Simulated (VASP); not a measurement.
# AlCo (Pm-3m) in VASP: notebook

AlCo is run at these levels: PBEsol; tasks: single point.

All numbers are computed with VASP 6.6.1; they aren't measurements. Logs are shortened: lines on timing, memory, paths and dates and some standing lists are left out, and cuts for length are marked.

**1. The cell of the first run**

It takes space group Pm-3m (No. 221, cubic). The conventional cell has a = 2.735 Å, b = 2.735 Å, c = 2.735 Å, α = 90.00°, β = 90.00°, γ = 90.00°. Al (site symmetry m-3m) has 8 Co at 2.37 Å and 6 Al at 2.73 Å within 3.1 Å. Within 3.1 Å of Co (site symmetry m-3m) lie 8 Al at 2.37 Å and 6 Co at 2.73 Å.

**2. Single point, PBEsol (strain -0.030 along x and y, -0.030 along z)**

Contents of INCAR:

```
SYSTEM = AlCo
PREC     = Accurate       ! precision mode
ENCUT    = 520            ! plane-wave cutoff, eV
EDIFF    = 1E-7           ! SCF threshold, eV
ISMEAR   = 0              ! smearing method
SIGMA    = 0.15           ! smearing width, eV
LREAL    = .FALSE.        ! projectors in reciprocal space
LASPH    = .TRUE.         ! aspherical terms in the spheres
NELM     = 80             ! most SCF steps
ALGO     = Normal         ! electronic algorithm
ISIF     = 2              ! what is computed and relaxed
LWAVE    = .FALSE.        ! write WAVECAR
LCHARG   = .TRUE.         ! write CHGCAR
GGA      = PS             ! functional
LELF     = .TRUE.         ! ELF
LVHAR    = .TRUE.       
NBANDS   = 13             ! bands
```

Contents of KPOINTS:

```
Automatic mesh
0
G
  16 16 16
  0 0 0
```

Contents of POSCAR:

```
AlCo
1.0
    2.7348211137      0.0000000000      0.0000000000
    0.0000000000      2.7348211137      0.0000000000
    0.0000000000      0.0000000000      2.7348211137
Al Co
1 1
Direct
    0.0000000000      0.0000000000      0.0000000000
    0.5000000000      0.5000000000      0.5000000000
```

Potentials or basis: VASP PAW PBE potentials, release 64 (Al, Co).

On the command line:

```
cat potpaw_PBE.64/Al/POTCAR potpaw_PBE.64/Co/POTCAR > POTCAR
mpirun -np 1 vasp_std > vasp.out
```

OUTCAR:

```text
SYSTEM = AlCo
   PREC = Accurate
   ENCUT = 520
   EDIFF = 1E-7
   ISMEAR = 0
   LREAL = .FALSE.
   LASPH = .TRUE.
   NELM = 80
   ISIF = 2
   GGA = PS

 ion  position               nearest neighbor table
   1  0.000  0.000  0.000-   2 2.37   2 2.37   2 2.37   2 2.37   2 2.37   2 2.37   2 2.37   2 2.37

   2  0.500  0.500  0.500-   1 2.37   1 2.37   1 2.37   1 2.37   1 2.37   1 2.37   1 2.37   1 2.37

  LATTYP: Found a simple cubic cell.
 ALAT       =     2.7348211137

  Lattice vectors:

 A1 = (   2.7348211137,   0.0000000000,   0.0000000000)
 A2 = (   0.0000000000,   2.7348211137,   0.0000000000)
 A3 = (   0.0000000000,   0.0000000000,   2.7348211137)

Analysis of symmetry for initial positions (statically):
=====================================================================
 Subroutine PRICEL returns:
 Original cell was already a primitive cell.

 Routine SETGRP: Setting up the symmetry group for a
 simple cubic supercell.

 Subroutine GETGRP returns: Found 48 space group operations
 (whereof 48 operations were pure point group operations)
 out of a pool of 48 trial point group operations.

The static configuration has the point symmetry O_h .

Analysis of symmetry for dynamics (positions and initial velocities):
=====================================================================
 Subroutine PRICEL returns:
 Original cell was already a primitive cell.

 Routine SETGRP: Setting up the symmetry group for a
 simple cubic supercell.

 Subroutine GETGRP returns: Found 48 space group operations
 (whereof 48 operations were pure point group operations)
 out of a pool of 48 trial point group operations.

The dynamic configuration has the point symmetry O_h .

 Subroutine INISYM returns: Found 48 space group operations
 (whereof 48 operations are pure point group operations),
 and found     1 'primitive' translations

----------------------------------------------------------------------------------------

                                     Primitive cell

  volume of cell :      20.4544

  direct lattice vectors                    reciprocal lattice vectors
     2.734821114  0.000000000  0.000000000     0.365654629  0.000000000  0.000000000
     0.000000000  2.734821114  0.000000000     0.000000000  0.365654629  0.000000000
     0.000000000  0.000000000  2.734821114     0.000000000  0.000000000  0.365654629

  length of vectors
     2.734821114  2.734821114  2.734821114     0.365654629  0.365654629  0.365654629

  position of ions in fractional coordinates (direct lattice)
     0.000000000  0.000000000  0.000000000
     0.500000000  0.500000000  0.500000000

  ion indices of the primitive-cell ions
   primitive index   ion index
                 1           1
                 2           2

----------------------------------------------------------------------------------------

 KPOINTS: Automatic mesh

Automatic generation of k-mesh.
 Grid dimensions read from file:
 generate k-points for:   16   16   16

 Generating k-lattice:

  Cartesian coordinates                     Fractional coordinates (reciprocal lattice)
     0.022853414  0.000000000  0.000000000     0.062500000  0.000000000  0.000000000
     0.000000000  0.022853414  0.000000000     0.000000000  0.062500000  0.000000000
     0.000000000  0.000000000  0.022853414     0.000000000  0.000000000  0.062500000

  Length of vectors
     0.022853414  0.022853414  0.022853414

  Shift w.r.t. Gamma in fractional coordinates (k-lattice)
     0.000000000  0.000000000  0.000000000

 Subroutine IBZKPT returns following result:
 ===========================================

 Found    165 irreducible k-points:

 Following reciprocal coordinates:
            Coordinates               Weight
  0.000000  0.000000  0.000000      1.000000
  0.062500  0.000000  0.000000      6.000000
  0.125000  0.000000  0.000000      6.000000
  0.187500  0.000000  0.000000      6.000000
  0.250000  0.000000  0.000000      6.000000
  0.312500  0.000000  0.000000      6.000000
[... 16 lines left out ...]
  0.437500  0.125000  0.000000     24.000000
  0.500000  0.125000  0.000000     12.000000
 [... further k-points ...]
   k-points           NKPTS =    165   k-points in BZ     NKDIM =    165   number of bands    NBANDS=     13
   number of dos      NEDOS =    301   number of ions     NIONS =      2
   total plane-waves  NPLWV =   8000
   dimension x,y,z NGX =    20 NGY =   20 NGZ =   20
   dimension x,y,z NGXF=    40 NGYF=   40 NGZF=   40
   ions per type =               1   1
   NGX,Y,Z   is equivalent  to a cutoff of  12.16, 12.16, 12.16 a.u.
   NGXF,Y,Z  is equivalent  to a cutoff of  24.32, 24.32, 24.32 a.u.
 SYSTEM =  AlCo
   PREC   = accura    normal or accurate (medium, high low for compatibility)
   ISTART =      0    job   : 0-new  1-cont  2-samecut
   ICHARG =      2    charge: 1-file 2-atom 10-const
   ISPIN  =      1    spin polarized calculation?
   LNONCOLLINEAR =      F non collinear calculations
   LSORBIT =      F    spin-orbit coupling
   LASPH  =      T    aspherical Exc in radial PAW
   ENCUT  =  520.0 eV  38.22 Ry    6.18 a.u.   5.08  5.08  5.08*2*pi/ulx,y,z
   NELM   =     80;   NELMIN=  2; NELMDL= -5     # of ELM steps
   EDIFF  = 0.1E-06   stopping-criterion for ELM
   LREAL  =      F    real-space projection
   EDIFFG = 0.1E-05   stopping-criterion for IOM
   NSW    =      0    number of steps for IOM
   IBRION =     -1    ionic relax: 0-MD 1-quasi-New 2-CG
   NFREE  =      0    steps in history (QN), initial steepest desc. (CG)
   ISIF   =      2    stress and relaxation
   ISYM   =      2    0-nonsym 1-usesym 2-fastsym
   POTIM  = 0.5000    time-step for ionic-motion
   TEBEG  =    0.0;   TEEND  =   0.0 temperature during run
   PSTRESS=    0.0 pullay stress
   NELECT =      12.0000    total number of electrons
   NUPDOWN=      -1.0000    fix difference up-down
   EMIN   =  10.00;   EMAX   =-10.00  energy-range for DOS
   EFERMI =   0.00;   METHOD = LEGACY
   ISMEAR =     0;   SIGMA  =   0.15  broadening in eV -4-tet -1-fermi 0-gaus
   EFERMI_NEDOS =   21; number of points for ismear=-14 and -15
   IALGO  =     38    algorithm
   IMIX   =      4    mixing-type and parameters
     AMIX     =   0.40;   BMIX     =  1.00
     AMIX_MAG =   1.60;   BMIX_MAG =  1.00
  volume/ion in A,a.u.               =      10.23        69.02
  Fermi-wavevector in a.u.,A,eV,Ry     =   1.370481  2.589833 25.554706  1.878218
  Thomas-Fermi vector in A             =   2.496263
   LORBIT       =      0    0 simple, 1 ext, 2 COOP (PROOUT), +10 PAW based schemes
   GGA     = PS    functional components
   LHFCALC =     F    Hartree Fock is set to
   AEXX    =    0.0000 exact exchange contribution
   IVDW    =     0    specifies the selected vdW correction
   LEPSILON=     F    determine dielectric tensor
   LRPA    =     F    only Hartree local field effects (RPA)
 non-spin polarized calculation
 Gauss-broadening in eV      SIGMA  =   0.15
  energy-cutoff  :      520.00
  volume of cell :       20.45
 maximum number of plane-waves:       563
   NGX = 11   NGY = 11   NGZ = 11

 number of electron      12.0000009 magnetization

 Free energy of the ion-electron system (eV)
  ---------------------------------------------------
  ext. energy  EPLUGINS =         0.00000000
  ---------------------------------------------------
  free energy    TOTEN  =       -12.95269092 eV

  energy without entropy =      -12.94520135  energy(sigma->0) =      -12.94894613

 E-fermi :  12.1944     XC(G=0): -13.0056

 val. band max:       12.1899358868   @ k =   0.5000   0.4375   0.1875
 cond. band min:      12.2155702226   @ k =   0.4375   0.4375   0.1250
 fundamental gap:      0.0256343358
 Fermi energy:        12.1944284197

 k-point     1 :       0.0000    0.0000    0.0000
  band No.  band energies     occupation
      1       0.2647      2.00000
      2       8.6054      2.00000
      3       8.6054      2.00000
      4      11.2214      2.00000
      5      11.2214      2.00000
      6      11.2214      2.00000
      7      18.8202      0.00000
      8      18.8202      0.00000
      9      18.8202      0.00000
     10      21.4760      0.00000
     11      21.4760      0.00000
     12      29.8799      0.00000
     13      35.3677      0.00000

 k-point     2 :       0.0625    0.0000    0.0000
  band No.  band energies     occupation
      1       0.3458      2.00000
      2       8.6024      2.00000
      3       8.6301      2.00000
      4      11.1739      2.00000
      5      11.1739      2.00000
      6      11.2265      2.00000
      7      17.9989      0.00000
      8      18.9334      0.00000
      9      18.9334      0.00000
     10      21.4546      0.00000
     11      22.2565      0.00000
     12      30.1150      0.00000
     13      34.4066      0.00000

 k-point     3 :       0.1250    0.0000    0.0000
  band No.  band energies     occupation
      1       0.5878      2.00000
      2       8.5772      2.00000
      3       8.7011      2.00000
      4      11.0436      2.00000
      5      11.0436      2.00000
      6      11.2413      2.00000
      7      16.5777      0.00000
      8      19.2613      0.00000
      9      19.2613      0.00000
     10      21.3915      0.00000
     11      23.5470      0.00000
     12      30.8368      0.00000
     13      32.8644      0.00000
[... 305 lines left out ...]
 k-point    23 :       0.4375    0.1250    0.0000
  band No.  band energies     occupation
      1       4.2244      2.00000
      2       6.1842      2.00000
      3       9.3569      2.00000
      4      10.1021      2.00000
      5      10.2555      2.00000
      6      11.1961      2.00000
      7      12.5039      0.00353
      8      19.7178      0.00000
      9      21.6652      0.00000
     10      23.4333      0.00000
     11      25.2651      0.00000
     12      26.0596      0.00000
     13      29.7009      0.00000

 k-point    24 :       0.5000    0.1250    0.0000
  band No.  band energies     occupation
      1       5.1621      2.00000
      2       5.2293      2.00000
      3       9.3998      2.00000
      4      10.0710      2.00000
      5      10.2227      2.00000
      6      11.2019      2.00000
      7      12.4224      0.03159
      8      20.0032      0.00000
      9      21.4374      0.00000
     10      24.0375      0.00000
     11      25.1169      0.00000
     12      25.3686      0.00000
     13      29.9537      0.00000

 [... further k-points ...]
[... 5 lines left out ...]
  --------------------------------------------------------------------------------------
  -------------------------------------------------------------------------------------
  Total        2.8883999      2.8883999      2.8883999      0.0000000     -0.0000000      0.0000000
  in kB      226.2461170    226.2461170    226.2461170      0.0000000     -0.0000000      0.0000000
  external PRESSURE =     226.2461170 kB  Pullay stress =       0.0000000 kB

 VOLUME and BASIS-vectors are now :
 -----------------------------------------------------------------------------
  energy-cutoff  :      520.00
  volume of cell :       20.45
      direct lattice vectors                 reciprocal lattice vectors
     2.734821114  0.000000000  0.000000000     0.365654629  0.000000000  0.000000000
     0.000000000  2.734821114  0.000000000     0.000000000  0.365654629  0.000000000
     0.000000000  0.000000000  2.734821114     0.000000000  0.000000000  0.365654629

 POSITION                                       TOTAL-FORCE (eV/Angst)
 -----------------------------------------------------------------------------------
      0.00000      0.00000      0.00000         0.000000      0.000000      0.000000
      1.36741      1.36741      1.36741         0.000000      0.000000      0.000000
 -----------------------------------------------------------------------------------
    total drift:                               -0.000000      0.000000     -0.000000

  FREE ENERGIE OF THE ION-ELECTRON SYSTEM (eV)
  ---------------------------------------------------
  free  energy   TOTEN  =       -12.9526909237 eV

  energy  without entropy=      -12.9452013455  energy(sigma->0) =      -12.94894613
```

It took 26 s on 1 thread of Intel Xeon 8259CL, shared host; peak memory 0.16 GiB.

What came out:

```
Free energy            : -12.9527 eV
Pressure               : 22.6 GPa
Band gap on the k mesh : zero (bands 6 and 7 overlap by 2.66 eV)
```

Levels at points of the mesh, in eV from the Fermi level:
```csv
k point,band 2,band 3,band 4,band 5,band 6,band 7,band 8,band 9,band 10,band 11
"(0.00, 0.00, 0.00)",-3.59,-3.59,-0.97,-0.97,-0.97,6.63,6.63,6.63,9.28,9.28
"(0.50, 0.00, 0.00)",-7.19,-2.88,-2.00,-2.00,-0.84,0.24,8.56,11.30,11.30,13.08
"(0.50, 0.50, 0.00)",-3.61,-2.92,-2.92,-1.79,-1.79,-0.29,2.80,4.28,14.25,16.95
"(0.50, 0.50, 0.50)",-4.54,-4.54,-0.24,-0.24,2.37,2.37,2.37,5.36,6.09,6.09
```

Caveat: the cell differs from its parent crystal (strain -0.030 along x and y, -0.030 along z); the cell stands under pressure; the PAW data sets were made with another functional, which shifts forces and pressure a little; the run has no spin polarisation, though such a crystal can be magnetic. Spin polarisation is off, so any magnetic state and its effect on volume and gap are missing.

**3. Single point, PBEsol (strain -0.015 along x and y, -0.015 along z)**

Contents of INCAR:

```
ALGO = Fast
EDIFF = 1E-6
ENCUT = 520
GGA = PS
ISIF = 2
ISMEAR = 0
LASPH = T
LCHARG = T
LELF = T
LREAL = F
LVHAR = T
LWAVE = F
NBANDS = 13
NELM = 60
PREC = Accurate
SIGMA = 0.15
```

Contents of KPOINTS:

```
k-points
0
Gamma
  16 16 16
```

Contents of POSCAR:

```
AlCo
1.0
    2.7771121618      0.0000000000      0.0000000000
    0.0000000000      2.7771121618      0.0000000000
    0.0000000000      0.0000000000      2.7771121618
Al Co
1 1
Direct
    0.0000000000      0.0000000000      0.0000000000
    0.5000000000      0.5000000000      0.5000000000
```

Potentials or basis: VASP PAW PBE potentials, release 64 (Al, Co).

On the command line:

```
cat potpaw_PBE.64/Al/POTCAR potpaw_PBE.64/Co/POTCAR > POTCAR
mpirun -np 1 vasp_std > vasp.out
```

Wall time 49 s (1 thread of Intel Xeon 8259CL, shared host); peak memory 0.18 GiB.

Results (log left out):

```
Free energy            : -13.0513 eV
Pressure               : 10.0 GPa
Band gap on the k mesh : zero (bands 6 and 7 overlap by 2.64 eV)
```

Levels at points of the mesh, in eV from the Fermi level:
```
           k point  band 3  band 4  band 5  band 6  band 7  band 8  band 9  band 10
(0.00, 0.00, 0.00)   -3.35   -0.91   -0.91   -0.91    6.37    6.37    6.37     9.09
(0.50, 0.00, 0.00)   -2.68   -1.88   -1.88   -0.78    0.21    8.51   11.03    11.03
(0.50, 0.50, 0.00)   -2.83   -2.83   -1.66   -1.66   -0.27    2.65    3.98    13.69
(0.50, 0.50, 0.50)   -4.30   -0.23   -0.23    2.37    2.37    2.37    4.89     5.81
```

Caveat: the cell differs from its parent crystal (strain -0.015 along x and y, -0.015 along z); the cell stands under pressure; the PAW data sets were made with another functional, which shifts forces and pressure a little; the run has no spin polarisation, though such a crystal can be magnetic.

**4. Single point, PBEsol (strain +0.015 along x and y, +0.015 along z)**

Contents of INCAR:

```
ALGO = Normal ; EDIFF = 1E-6
ENCUT = 520 ; GGA = PS
ISIF = 2 ; ISMEAR = 0
LASPH = True ; LCHARG = True
LELF = True ; LREAL = False
LVHAR = True ; LWAVE = False
NBANDS = 13 ; NELM = 100
PREC = Accurate ; SIGMA = 0.15
```

KPOINTS is that of step 3.

Contents of POSCAR:

```
AlCo
1.0
    2.8616942581      0.0000000000      0.0000000000
    0.0000000000      2.8616942581      0.0000000000
    0.0000000000      0.0000000000      2.8616942581
Al Co
1 1
Direct
    0.0000000000      0.0000000000      0.0000000000
    0.5000000000      0.5000000000      0.5000000000
```

On the command line:

```
cat potpaw_PBE.64/Al/POTCAR potpaw_PBE.64/Co/POTCAR > POTCAR
mpirun -np 1 vasp_std > vasp.out
```

Run time: 37 s. Hardware: 1 thread of Intel Xeon 8259CL, shared host; peak memory 0.18 GiB.

It converged, with:

```yaml
Free_energy: -13.0641 eV
Pressure: -7.2 GPa
Band_gap_on_the_k_mesh: zero (bands 6 and 7 overlap by 2.62 eV)
```

Levels at points of the mesh, in eV from the Fermi level:
| k point | band 3 | band 4 | band 5 | band 6 | band 7 | band 8 | band 9 | band 10 |
| --- | --- | --- | --- | --- | --- | --- | --- | --- |
| (0.00, 0.00, 0.00) | -2.91 | -0.79 | -0.79 | -0.79 | 5.92 | 5.92 | 5.92 | 8.72 |
| (0.50, 0.00, 0.00) | -2.33 | -1.65 | -1.65 | -0.67 | 0.17 | 8.42 | 10.53 | 10.53 |
| (0.50, 0.50, 0.00) | -2.63 | -2.63 | -1.44 | -1.44 | -0.24 | 2.38 | 3.44 | 12.63 |
| (0.50, 0.50, 0.50) | -3.85 | -0.20 | -0.20 | 2.38 | 2.38 | 2.38 | 4.05 | 5.32 |

Caveat: the cell differs from its parent crystal (strain +0.015 along x and y, +0.015 along z); the cell stands under tension; the PAW data sets were made with another functional, which shifts forces and pressure a little; the run has no spin polarisation, though such a crystal can be magnetic. Spin polarisation is off, so any magnetic state and its effect on volume and gap are missing.

**5. The runs side by side**

```tsv
cell	gap on the mesh (eV)	pressure (GPa)
a = 2.735 Å, 2 atoms	none	22.6
a = 2.777 Å, 2 atoms	none	10.0
a = 2.862 Å, 2 atoms	none	-7.2
```

Alike in all rows: task single point; level PBEsol; potentials or basis VASP PAW PBE potentials, release 64 (Al, Co); no spin polarisation; k mesh 16 × 16 × 16; cutoff (eV) 520; smearing gaussian 0.15 eV.

Caveats: the PAW data sets were made with another functional, which shifts forces and pressure a little; the run has no spin polarisation, though such a crystal can be magnetic; the cell stands under pressure (at least some runs); the cell stands under tension (at least some runs).

Absolute energies hang on the potentials; compare differences alone.
